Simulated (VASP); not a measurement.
**TiC: electric field gradients with PBEsol**

Crystal: TiC.

```xyz
2
Lattice="0.0216 2.1748 2.1748 2.1748 0.0216 2.1748 2.1748 2.1748 0.0216" Properties=species:S:1:pos:R:3 pbc="T T T"
Ti    0.0000    0.0000    0.0000
C     2.1856    2.1856    2.1856
```

This cell differs from its parent crystal: equal xy, yz and zx shear strains of +1 %.

```json
{
  "Program": "VASP 6.6.1",
  "Task": "electric field gradients",
  "Functional": "PBEsol",
  "Potentials or basis": "VASP PAW PBE potentials, release 64 (Ti_sv, C)",
  "Cutoff": "520 eV",
  "k mesh": "16 × 16 × 16",
  "Occupations": "fermi-dirac, width 0.03 eV",
  "Spin": "no spin polarisation",
  "Dipole correction": "no",
  "Further INCAR settings": "ALGO = Normal; EDIFF = 1e-08; NBANDS = 15"
}
```

The pressure is -5.9 GPa and the band gap on the k mesh is zero (band 8 reaches 10.04 eV, above the bottom of band 9 at 8.98 eV).

Stress tensor (GPa, compression positive):
```
-5.86 -1.61 -1.61
-1.61 -5.86 -1.61
-1.61 -1.61 -5.86
```

Levels at points of the mesh, in eV from the Fermi level:
```csv
k point,band 4,band 5,band 6,band 7,band 8,band 9,band 10,band 11,band 12,band 13
"(0.00, 0.00, 0.00)",-32.43,-12.37,0.58,0.72,0.72,1.63,1.74,1.74,1.76,1.76
"(0.50, 0.00, 0.00)",-32.49,-8.81,-5.87,-2.99,-2.85,2.89,3.00,4.16,8.13,8.23
"(0.50, 0.50, 0.00)",-32.61,-10.06,-3.44,-1.67,-0.08,0.06,2.75,3.54,3.55,5.89
"(0.50, 0.50, 0.50)",-32.48,-8.91,-5.88,-2.81,-2.81,2.90,2.90,4.06,8.20,8.20
```

Electric field gradients, principal values (V/Å²):
```tsv
atom	least	middle	greatest (by size)
1 Ti	0.222	0.222	-0.443
2 C	0.545	0.545	-1.091
```

Wall time 94 s on 1 thread of Intel(R) Xeon(R) Platinum 8375C CPU @ 2.90GHz (Ice Lake), with other jobs on the host, peak memory 0.24 GiB.

Caveat: the cell differs from its parent crystal (equal xy, yz and zx shear strains of +1 %); without QUAD_EFG the Cq values of the log hold for a quadrupole moment of 1 mb, not for the nuclei; the PAW data sets were made with another functional, which shifts forces and pressure a little.
